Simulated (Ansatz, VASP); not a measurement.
# One calculation of Zr, two programs

```
Zr
1.0
    -1.83382    1.83382    1.83382
     1.83382   -1.83382    1.83382
     1.83382    1.83382   -1.83382
Zr
1
Direct
  0.00000 0.00000 0.00000
```

Change from the starting cell: volume scaled by 1.04.

Alike in both runs: task single point; functional PBE; k mesh 14 × 14 × 14; occupations fermi-dirac, width 0.08 eV; no spin polarisation.

|  | VASP | Ansatz |
| --- | --- | --- |
| version | VASP 6.6.1 | Ansatz 0.2.0 |
| potentials or method | VASP PAW PBE potentials, release 64 (Zr_sv), cutoff 520 eV | all-electron LAPW, scalar-relativistic |

|  | VASP | Ansatz | Ansatz less VASP |
| --- | --- | --- | --- |
| pressure (GPa) | -5.9 | -5.9 | -0.01 |

Ansatz ran all-electron here, and VASP with PAW potentials.
